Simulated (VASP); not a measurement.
# NiO (P4/mmm) in VASP: notebook, part 2 of 2

VASP 6.6.1. Earlier steps stand in the parts before.

## 4. Relaxation of cell and atoms, PBE, collinear spin, ferromagnetic start

INCAR reads:

```
ALGO     = Normal         # electronic algorithm
EDIFF    = 1E-6           # SCF threshold, eV
EDIFFG   = -0.04          # ionic threshold
ENCUT    = 600            # plane-wave cutoff, eV
GGA      = PE             # functional
IBRION   = 2              # ionic algorithm
ISIF     = 3              # what is computed and relaxed
ISMEAR   = 0              # smearing method
ISPIN    = 2              # spin polarisation
LASPH    = True           # aspherical terms in the spheres
LCHARG   = False          # write CHGCAR
LMAXMIX  = 4              # l up to which the mixer works
LORBIT   = 11             # projections on sites
LREAL    = False          # projectors in reciprocal space
LWAVE    = False          # write WAVECAR
MAGMOM   = 2 0            # initial moments
NELM     = 150            # most SCF steps
NSW      = 90             # ionic steps
PREC     = Accurate       # precision mode
SIGMA    = 0.1            # smearing width, eV
```

KPOINTS reads:

```
k-points
0
Gamma
  6 6 6
```

POSCAR reads:

```
NiO
1.0
    2.5903546300      0.0000000000      0.0000000000
    0.0000000000      2.5903546300      0.0000000000
    0.0000000000      0.0000000000      2.9860654600
Ni O
1 1
Direct
    0.0000000000      0.0000000000      0.5000000000
    0.0000000000      0.0000000000      0.0000000000
```

Potentials or basis: VASP PAW PBE potentials, release 64 (Ni, O).

The run is started by

```sh
$ cat potpaw_PBE.64/Ni/POTCAR potpaw_PBE.64/O/POTCAR > POTCAR
$ mpirun -np 1 vasp_std > vasp.out
```

OUTCAR:

```text
EDIFF = 1E-6
   EDIFFG = -0.04
   ENCUT = 600
   GGA = PE
   IBRION = 2
   ISIF = 3
   ISMEAR = 0
   ISPIN = 2
   LASPH = True
   LORBIT = 11
   LREAL = False
   NELM = 150
   NSW = 90
   PREC = Accurate

 ion  position               nearest neighbor table
   1  0.000  0.000  0.500-   2 1.49   2 1.49
   2  0.000  0.000  0.000-   1 1.49   1 1.49

  LATTYP: Found a simple tetragonal cell.
 ALAT       =     2.5903546300
 C/A-ratio  =     1.1527631875

  Lattice vectors:

 A1 = (   2.5903546300,   0.0000000000,   0.0000000000)
 A2 = (   0.0000000000,   2.5903546300,   0.0000000000)
 A3 = (   0.0000000000,   0.0000000000,   2.9860654600)

Analysis of symmetry for initial positions (statically):
=====================================================================
 Subroutine PRICEL returns:
 Original cell was already a primitive cell.

 Routine SETGRP: Setting up the symmetry group for a
 simple tetragonal supercell.

 Subroutine GETGRP returns: Found 16 space group operations
 (whereof 16 operations were pure point group operations)
 out of a pool of 16 trial point group operations.

The static configuration has the point symmetry D_4h.

Analysis of symmetry for dynamics (positions and initial velocities):
[... 185 lines left out ...]
  Total        1.9066790      1.9066790     29.8314434      0.0000000      0.0000000     -0.0000000
  in kB      152.4650792    152.4650792   2385.4321957      0.0000000      0.0000000     -0.0000000
  external PRESSURE =     896.7874514 kB  Pullay stress =       0.0000000 kB
[... 1650 lines left out ...]
      2      -3.1963      1.00000
      3      -2.0469      1.00000
      4       0.6031      1.00000
      5       1.5887      1.00000
      6       2.8075      1.00000
      7       3.2551      1.00000
      8       4.5990      0.00000
      9       4.6272      0.00000
     10       7.3513      0.00000
     11      13.8674      0.00000
     12      17.7026      0.00000
     13      19.2768      0.00000

 [... further k-points ...]

[... ionic steps 4 to 12 ...]

--------------------------------------- Ionic step       13  -------------------------------------------

 number of electron      15.9999997 magnetization      -0.0000043

------------------------ aborting loop because EDIFF is reached ----------------------------------------
[... 67 lines left out ...]
--------------------------------------- Ionic step       15  -------------------------------------------

 number of electron      15.9999997 magnetization      -0.0000171

 Free energy of the ion-electron system (eV)
  ---------------------------------------------------
  ext. energy  EPLUGINS =         0.00000000
  ---------------------------------------------------
  free energy    TOTEN  =       -11.02071954 eV

  energy without entropy =      -11.00870014  energy(sigma->0) =      -11.01470984

 E-fermi :   3.0505     XC(G=0): -10.2825

 val. band max:        3.0198108197   @ k =   0.3333   0.3333   0.3333
 cond. band min:       3.0688002153   @ k =   0.5000   0.3333   0.1667
 fundamental gap:      0.0489893955
 Fermi energy:         3.0505193019
[... 803 lines left out ...]
  FREE ENERGIE OF THE ION-ELECTRON SYSTEM (eV)
  ---------------------------------------------------
  free  energy   TOTEN  =       -11.0207195358 eV

  energy  without entropy=      -11.0087001438  energy(sigma->0) =      -11.01470984

 reached required accuracy - stopping structural energy minimisation

 total charge

# of ion       s       p       d       tot
------------------------------------------
    1        0.510   0.603   8.327   9.441
    2        1.582   3.388   0.000   4.970
--------------------------------------------------
tot          2.093   3.991   8.327  14.411

 magnetization (x)

# of ion       s       p       d       tot
------------------------------------------
    1       -0.000  -0.000  -0.000  -0.000
    2        0.000  -0.000   0.000  -0.000
--------------------------------------------------
tot         -0.000  -0.000  -0.000  -0.000
```

It took 2.4 min on 1 thread of AMD EPYC 9R45 (Zen 5), shared host; peak memory 0.14 GiB.

Results:

```yaml
Free_energy: -11.0207 eV
Relaxed_volume: 13.32 Å³/atom
Relaxed_cell: a = 2.816 Å, b = 2.816 Å, c = 3.359 Å, α = 90.00°, β = 90.00°, γ = 90.00°
Space_group_after_relaxing_to_0.1_Å: P4/mmm (No. 123)
Pressure_after_relaxing: 0.0 GPa
Band_gap_on_the_k_mesh: zero (filled and empty bands overlap)
Net_moment: 0.00 μB per cell
Valence_electrons_inside_the_program's_atomic_spheres: Ni 9.44; O 4.97
```

Final structure:
```
CELL_PARAMETERS angstrom
2.81568 0.00000 0.00000
0.00000 2.81568 0.00000
0.00000 0.00000 3.35923
ATOMIC_POSITIONS crystal
Ni 0.00000 0.00000 0.50000
O 0.00000 0.00000 0.00000
```

Caveat: the k points lie up to 0.37 Å⁻¹ apart in the final cell, too coarse for converged energies and pressures of a metal; the volume moved by over 15 % at a fixed basis, so the end points are rough; semilocal functionals often make such compounds metallic where correlation or magnetic order opens a gap, which also shifts bond lengths. With open d or f shells a metallic result of PBE can be an artefact of self-interaction; +U or a hybrid may open a gap.

## 5. Single point, PBE

This run uses another cell than the first one, of 13.46 Å³/atom.

INCAR reads:

```
SYSTEM = NiO
PREC = Accurate
ENCUT = 520
EDIFF = 1E-7
ISMEAR = 0
SIGMA = 0.1
LREAL = .FALSE.
LASPH = .TRUE.
NELM = 80
ALGO = Normal
ISIF = 2
LWAVE = .FALSE.
LCHARG = .FALSE.
GGA = PE
NBANDS = 15
```

KPOINTS reads:

```
Automatic mesh
0
G
  20 20 16
  0 0 0
```

POSCAR reads:

```
NiO
1.0
    2.8315060721      0.0000000000      0.0000000000
    0.0000000000      2.8315060721      0.0000000000
    0.0000000000      0.0000000000      3.3569798569
Ni O
1 1
Direct
    0.0000000000      0.0000000000      0.5000000000
    0.0000000000      0.0000000000      0.0000000000
```

Potentials or basis: VASP PAW PBE potentials, release 64 (Ni, O).

The run is started by

```sh
$ cat potpaw_PBE.64/Ni/POTCAR potpaw_PBE.64/O/POTCAR > POTCAR
$ mpirun -np 1 vasp_std > vasp.out
```

OUTCAR:

```text
SYSTEM = NiO
   PREC = Accurate
   ENCUT = 520
   EDIFF = 1E-7
   ISMEAR = 0
   LREAL = .FALSE.
   LASPH = .TRUE.
   NELM = 80
   ISIF = 2
   GGA = PE

 ion  position               nearest neighbor table
   1  0.000  0.000  0.500-   2 1.68   2 1.68
   2  0.000  0.000  0.000-   1 1.68   1 1.68

  LATTYP: Found a simple tetragonal cell.
 ALAT       =     2.8315060721
 C/A-ratio  =     1.1855810199

  Lattice vectors:

 A1 = (   2.8315060721,   0.0000000000,   0.0000000000)
 A2 = (   0.0000000000,   2.8315060721,   0.0000000000)
 A3 = (   0.0000000000,   0.0000000000,   3.3569798569)

Analysis of symmetry for initial positions (statically):
=====================================================================
 Subroutine PRICEL returns:
 Original cell was already a primitive cell.

 Routine SETGRP: Setting up the symmetry group for a
 simple tetragonal supercell.

 Subroutine GETGRP returns: Found 16 space group operations
 (whereof 16 operations were pure point group operations)
 out of a pool of 16 trial point group operations.

The static configuration has the point symmetry D_4h.

Analysis of symmetry for dynamics (positions and initial velocities):
[... 176 lines left out ...]
      8       1.0937      2.00000
      9       2.1848      2.00000
     10       5.6043      0.00000
     11      16.4067      0.00000
     12      16.8204      0.00000
     13      18.4942      0.00000
     14      19.9486      0.00000
[... 401 lines left out ...]
      2      -1.5313      2.00000
      3      -0.9385      2.00000
      4       0.2787      2.00000
      5       0.9393      2.00000
      6       1.0341      2.00000
      7       1.0670      2.00000
      8       1.4622      2.00000
      9       2.0102      2.00000
     10       6.0815      0.00000
     11      14.8218      0.00000
     12      17.0450      0.00000
     13      17.3498      0.00000
     14      19.6545      0.00000
     15      23.4170      0.00000

 [... further k-points ...]

------------------------ aborting loop because EDIFF is reached ----------------------------------------

  FORCE on cell =-STRESS in cart. coord.  units (eV):
  Direction    XX          YY          ZZ          XY          YZ          ZX
  --------------------------------------------------------------------------------------
  -------------------------------------------------------------------------------------
  Total       -0.0005033     -0.0005033      0.0589318      0.0000000      0.0000000      0.0000000
  in kB       -0.0299614     -0.0299614      3.5081367      0.0000000      0.0000000      0.0000000
  external PRESSURE =       1.1494047 kB  Pullay stress =       0.0000000 kB

 VOLUME and BASIS-vectors are now :
 -----------------------------------------------------------------------------
  energy-cutoff  :      520.00
  volume of cell :       26.91
      direct lattice vectors                 reciprocal lattice vectors
     2.831506072  0.000000000  0.000000000     0.353168941  0.000000000  0.000000000
     0.000000000  2.831506072  0.000000000     0.000000000  0.353168941  0.000000000
     0.000000000  0.000000000  3.356979857     0.000000000  0.000000000  0.297886804

 POSITION                                       TOTAL-FORCE (eV/Angst)
 -----------------------------------------------------------------------------------
      0.00000      0.00000      1.67849         0.000000      0.000000      0.000000
      0.00000      0.00000      0.00000         0.000000      0.000000      0.000000
 -----------------------------------------------------------------------------------
    total drift:                                0.000000      0.000000      0.000000

  FREE ENERGIE OF THE ION-ELECTRON SYSTEM (eV)
  ---------------------------------------------------
  free  energy   TOTEN  =       -11.0138853600 eV

  energy  without entropy=      -11.0035424900  energy(sigma->0) =      -11.00871392
```

OSZICAR:

```text
N       E                     dE             d eps       ncg     rms          rms(c)
DAV:   1     0.761485937274E+02    0.76149E+02   -0.74584E+03 17868   0.125E+03
DAV:   2    -0.990247207114E+01   -0.86051E+02   -0.72519E+02 19416   0.234E+02
DAV:   3    -0.150203991917E+02   -0.51179E+01   -0.49933E+01 21271   0.618E+01
DAV:   4    -0.150628356462E+02   -0.42436E-01   -0.42420E-01 21418   0.584E+00
DAV:   5    -0.150635992176E+02   -0.76357E-03   -0.76356E-03 21761   0.812E-01    0.209E+01
DAV:   6    -0.172960527168E+02   -0.22325E+01   -0.47946E+01 21908   0.118E+02    0.293E+01
DAV:   7    -0.111061840719E+02    0.61899E+01   -0.17030E+01 22038   0.860E+01    0.551E+00
DAV:   8    -0.110184744069E+02    0.87710E-01   -0.91896E-01 22937   0.120E+01    0.171E+00
DAV:   9    -0.110141310338E+02    0.43434E-02   -0.42786E-02 19416   0.246E+00    0.794E-01
DAV:  10    -0.110140979022E+02    0.33132E-04   -0.49917E-03 19911   0.875E-01    0.185E-01
DAV:  11    -0.110138613818E+02    0.23652E-03   -0.50979E-04 21807   0.383E-01    0.115E-01
DAV:  12    -0.110138827908E+02   -0.21409E-04   -0.85655E-05 19279   0.161E-01    0.302E-02
DAV:  13    -0.110138860398E+02   -0.32491E-05   -0.11363E-05 23427   0.461E-02    0.962E-03
DAV:  14    -0.110138853374E+02    0.70239E-06   -0.53987E-06 21852   0.300E-02    0.407E-03
DAV:  15    -0.110138853600E+02   -0.22590E-07   -0.58994E-07 22286   0.873E-03
   1 F= -.11013885E+02 E0= -.11008714E+02  d E =-.103429E-01
```

Run time: 2 min. Hardware: 1 thread of AMD EPYC 9R45 (Zen 5), shared host; peak memory 0.31 GiB.

Results:

```
Free energy            : -11.0139 eV
Pressure               : 0.1 GPa
Band gap on the k mesh : zero (bands 8 and 9 overlap by 2.06 eV)
```

Stress tensor (GPa, compression positive):
```
0.00 0.00 0.00
0.00 0.00 0.00
0.00 0.00 0.35
```

Caveat: the run has no spin polarisation, though such a crystal can be magnetic; semilocal functionals often make such compounds metallic where correlation or magnetic order opens a gap, which also shifts bond lengths. With open d or f shells a metallic result of PBE can be an artefact of self-interaction; +U or a hybrid may open a gap.

## 6. Relaxation of cell and atoms, PBE

This run uses another cell than the first one, of 13.18 Å³/atom.

INCAR reads:

```
PREC = Accurate
ENCUT = 600
EDIFF = 1E-6
ISMEAR = 0
SIGMA = 0.1
LREAL = F
LASPH = T
NELM = 100
ALGO = Normal
ISIF = 3
LWAVE = F
LCHARG = F
GGA = PE
IBRION = 2
NSW = 100
EDIFFG = -0.01
```

KPOINTS reads:

```
regular mesh
0
Gamma
  20 20 16
```

POSCAR reads:

```
NiO
1.0
    2.8002854162      0.0000000000      0.0000000000
    0.0000000000      2.8002854162      0.0000000000
    0.0000000000      0.0000000000      3.3604621385
Ni O
1 1
Direct
    0.0000000000      0.0000000000      0.5000000000
    0.0000000000      0.0000000000      0.0000000000
```

Potentials or basis: VASP PAW PBE potentials, release 64 (Ni, O).

The run is started by

```sh
$ cat potpaw_PBE.64/Ni/POTCAR potpaw_PBE.64/O/POTCAR > POTCAR
$ mpirun -np 1 vasp_std > vasp.out
```

It took 5.2 min on 1 thread of AMD EPYC 9R45 (Zen 5), shared host; peak memory 0.34 GiB.

The run converged. Its results:

```yaml
Free_energy: -11.0148 eV
Relaxed_volume: 13.46 Å³/atom
Relaxed_cell: a = 2.831 Å, b = 2.831 Å, c = 3.358 Å, α = 90.00°, β = 90.00°, γ = 90.00°
Space_group_after_relaxing_to_0.1_Å: P4/mmm (No. 123)
Energy_gained_by_relaxing: 0.4 meV/atom
Ionic_steps: 6
Pressure_after_relaxing: -0.1 GPa
Band_gap_on_the_k_mesh: zero (bands 8 and 9 overlap by 2.06 eV)
```

Step by step:
```
step  energy change (eV)  largest force (eV/Å)  pressure (GPa)  volume (Å³)
   1              0.0000                0.0000            0.29        26.35
   2             -0.0003                0.0000            0.48        26.44
   3             -0.0004                0.0000            0.79        26.51
   4             -0.0005                0.0000            0.65        26.55
   5             -0.0007                0.0000            0.32        26.67
   6             -0.0007                0.0000           -0.10        26.92
```

Final structure:
```cif
data_structure
_symmetry_space_group_name_H-M 'P 1'
_symmetry_Int_Tables_number 1
_cell_length_a 2.8313
_cell_length_b 2.8313
_cell_length_c 3.3578
_cell_angle_alpha 90.000
_cell_angle_beta 90.000
_cell_angle_gamma 90.000
_cell_volume 26.92
loop_
_atom_site_label
_atom_site_type_symbol
_atom_site_fract_x
_atom_site_fract_y
_atom_site_fract_z
_atom_site_occupancy
Ni1 Ni 0.00000 0.00000 0.50000 1
O1 O 0.00000 0.00000 0.00000 1
```

Levels at points of the mesh, in eV from the Fermi level:
```
           k point  band 4  band 5  band 6  band 7  band 8  band 9  band 10  band 11  band 12
(0.00, 0.00, 0.00)   -2.09   -2.09   -2.01   -1.84   -1.84   -0.75     2.66    13.47    13.88
(0.50, 0.00, 0.00)   -2.36   -2.35   -1.85   -1.80   -1.13   -0.67     4.89     6.66    15.57
(0.50, 0.50, 0.00)   -3.94   -2.24   -2.24   -2.04   -0.80   -0.46     8.39     8.39     8.59
(0.00, 0.00, 0.50)   -4.07   -3.19   -1.95   -0.74    0.89    0.89     7.45     7.57    15.51
(0.50, 0.00, 0.50)   -3.92   -2.02   -1.10    0.31    0.52    0.95     2.88    10.54    12.52
(0.50, 0.50, 0.50)   -5.40   -1.91   -0.46    0.43    0.43    1.65     6.33     6.33    10.94
```

Caveat: the run has no spin polarisation, though such a crystal can be magnetic; semilocal functionals often make such compounds metallic where correlation or magnetic order opens a gap, which also shifts bond lengths. Spin polarisation is off, so any magnetic state and its effect on volume and gap are missing.
